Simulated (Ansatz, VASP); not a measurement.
**Two plane-wave programs on AlGa2P3**

File INCAR:

```
ALGO = Normal ; EDIFF = 1E-6
ENCUT = 500 ; GGA = PE
GGA_COMPAT = F ; ISIF = 2
ISMEAR = 0 ; LASPH = T
LCHARG = F ; LREAL = F
LWAVE = F ; NBANDS = 31
NELM = 120 ; PREC = Accurate
SIGMA = 0.01
```

File KPOINTS:

```
k-points
0
Gamma
  6 6 2
```

The input POSCAR:

```
AlGa2P3
1.0
    3.8551876901      0.0000000000      0.0000000000
   -1.9275938450      3.3386904760      0.0000000000
    0.0000000000      0.0000000000      9.4404912540
Al Ga P
1 2 3
Direct
    0.0000000000      0.0000000000     -0.0002745538
    0.6666666667      0.3333333333      0.6665956237
    0.3333333333      0.6666666667      0.3334599690
    0.6666666667      0.3333333333      0.9173358442
    0.3333333333      0.6666666667      0.5832757749
    0.0000000000      0.0000000000      0.2496073419
```

Input for Ansatz:

```yaml
crystal:
  lattice:
    - [3.8551876901, 0.0, 0.0]
    - [-1.927593845, 3.338690476, 0.0]
    - [0.0, 0.0, 9.440491254]
  atoms:
    - { symbol: Al, position: [0.0, 0.0, -0.0002745538] }
    - { symbol: Ga, position: [0.6666666667, 0.3333333333, 0.6665956237] }
    - { symbol: Ga, position: [0.3333333333, 0.6666666667, 0.333459969] }
    - { symbol: P, position: [0.6666666667, 0.3333333333, 0.9173358442] }
    - { symbol: P, position: [0.3333333333, 0.6666666667, 0.5832757749] }
    - { symbol: P, position: [0.0, 0.0, 0.2496073419] }
kpoints:
  mp_grid: { grid: [6, 6, 2] }
hamiltonian:
  xc: pbe
scf:
  occupations: { method: fixed }
  n_extra_bands: 5
output:
  forces: true
  stress: true
  eigenvalues: true
```

Alike in both runs: task single point; functional PBE; k mesh 6 × 6 × 2; no spin polarisation.

|  | VASP | Ansatz |
| --- | --- | --- |
| version | VASP 6.6.1 | Ansatz 0.2.0 |
| potentials or method | VASP PAW PBE potentials, release 64 (Al, Ga_d, P) | plane waves, PAW |
| plane-wave cutoff (eV) | 500 | 420 |
| occupations | gaussian, width 0.01 eV | fixed |
| valence electrons in the cell | 44 | 44 |

Ansatz gave:

| Item | Value |
| --- | --- |
| gap on the k mesh at the Fermi level (eV) | 1.58 |
| pressure (GPa) | 2.6 |
| traceless stress, the component that is largest in VASP (GPa) | -0.12 |
| rms of the force components (eV/Å) | 0.003 |

Q: Estimate VASP's values.

A: gap on the k mesh at the Fermi level (eV): 1.58; pressure (GPa): 2.5; traceless stress, the component that is largest in VASP (GPa): -0.12; rms of the force components (eV/Å): 0.002.

Atom by atom the forces differ by 0.002 eV/Å (rms over components).
